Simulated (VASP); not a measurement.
Ga3Se, 4 atoms in the cell. It takes space group Pm-3m (No. 221, cubic). Conventional cell: a = 4.432 Å, b = 4.432 Å, c = 4.432 Å, α = 90.00°, β = 90.00°, γ = 90.00°. Ga (site symmetry 4/mmm) has 8 Ga at 3.13 Å and 4 Se at 3.13 Å within 4.1 Å. Within 4.1 Å of Se (site symmetry m-3m) lie 12 Ga at 3.13 Å. 

| Item | Value |
| --- | --- |
| Program | VASP 6.6.1 |
| Task | single point |
| Functional | PBEsol |
| Potentials or basis | VASP PAW PBE potentials, release 64 (Ga_d, Se) |
| Cutoff | 500 eV |
| k mesh | 10 × 10 × 10 |
| Occupations | methfessel-paxton, width 0.02 eV |
| Spin | no spin polarisation |
| Dipole correction | no |
| Further INCAR settings | ALGO = Normal; EDIFF = 1e-06; NBANDS = 30 |

Potentials or basis: VASP PAW PBE potentials, release 64 (Ga_d, Se).

Run with:

```bash
$ cat potpaw_PBE.64/Ga_d/POTCAR potpaw_PBE.64/Se/POTCAR > POTCAR
$ mpirun -np 1 vasp_std > vasp.out
```

Hardware: 1 thread of Intel Xeon 8259CL, with other jobs on the host.

How long does it take, and how much memory?

Run time: 2.1 min on 1 thread of Intel Xeon 8259CL, with other jobs on the host, peak memory 0.25 GiB. Counts: scf iterations 13, k points 56.
